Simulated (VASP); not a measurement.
Sr3Ru, 8 atoms in the cell. The structure is hexagonal, space group P6_3/mmc (No. 194). The conventional cell has a = 9.100 Å, b = 9.100 Å, c = 4.386 Å, α = 90.00°, β = 90.00°, γ = 120.00°. Sr (site symmetry mm2) has 2 Ru at 3.01 Å and 6 Sr at 3.57 to 3.87 Å within 4.0 Å. Ru (site symmetry -6m2) has 6 Sr at 3.01 Å within 4.0 Å. 

```yaml
Program: VASP 6.6.1
Task: single point
Functional: PBE
Potentials_or_basis: VASP PAW PBE potentials, release 64 (Sr_sv, Ru_pv)
Cutoff: 520 eV
k_mesh: 6 × 6 × 8
Occupations: gaussian, width 0.1 eV
Spin: no spin polarisation
Dipole_correction: no
Further_INCAR_settings: ALGO = Fast; EDIFF = 1e-06; NBANDS = 54
```

Potentials or basis: VASP PAW PBE potentials, release 64 (Sr_sv, Ru_pv).

Command:

```console
$ cat potpaw_PBE.64/Sr_sv/POTCAR potpaw_PBE.64/Ru_pv/POTCAR > POTCAR
$ mpirun -np 1 vasp_std > vasp.out
```

Hardware: 1 thread of Intel Xeon 8259CL, on a shared host.

Task: How long does it take, and how much memory?

Result: Run time: 52 min on 1 thread of Intel Xeon 8259CL, with other jobs on the host, peak memory 0.71 GiB. Counts: scf iterations 25, k points 35.
